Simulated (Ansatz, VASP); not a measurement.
**Two plane-wave programs on AlNi**

```
Al Ni
1.0
     3.03774    0.00000    0.00000
     0.00000    3.03774    0.00000
     0.00000    0.00000    2.74843
Al Ni
1 1
Direct
  0.00000 0.00000 0.00000
  0.50000 0.50000 0.50000
```

Change from the starting cell: strain +0.050 along x and y, -0.050 along z, atoms carried along.

Alike in both runs: task single point; functional PBE; k mesh 20 × 20 × 20; occupations gaussian, width 0.15 eV; no spin polarisation.

```csv
,VASP,Ansatz
version,VASP 6.6.1,Ansatz 0.2.0
potentials or method,"VASP PAW PBE potentials, release 64 (Al, Ni), cutoff 520 eV","scalar-relativistic, plane waves, PAW"
valence electrons in the cell,13,21
```

|  | VASP | Ansatz | Ansatz less VASP |
| --- | --- | --- | --- |
| gap on the k mesh at the Fermi level (eV) | none | none | - |
| pressure (GPa) | -6.3 | -6.0 | +0.24 |
| traceless stress, the component that is largest in VASP (GPa) | 5.72 | 5.61 | -0.108 |

A gap of «none» marks a metal or a gap that the smearing closes. VASP's potentials hold 13 valence electrons a cell and Ansatz's 21, so a difference there can come from the potentials and not from the codes.
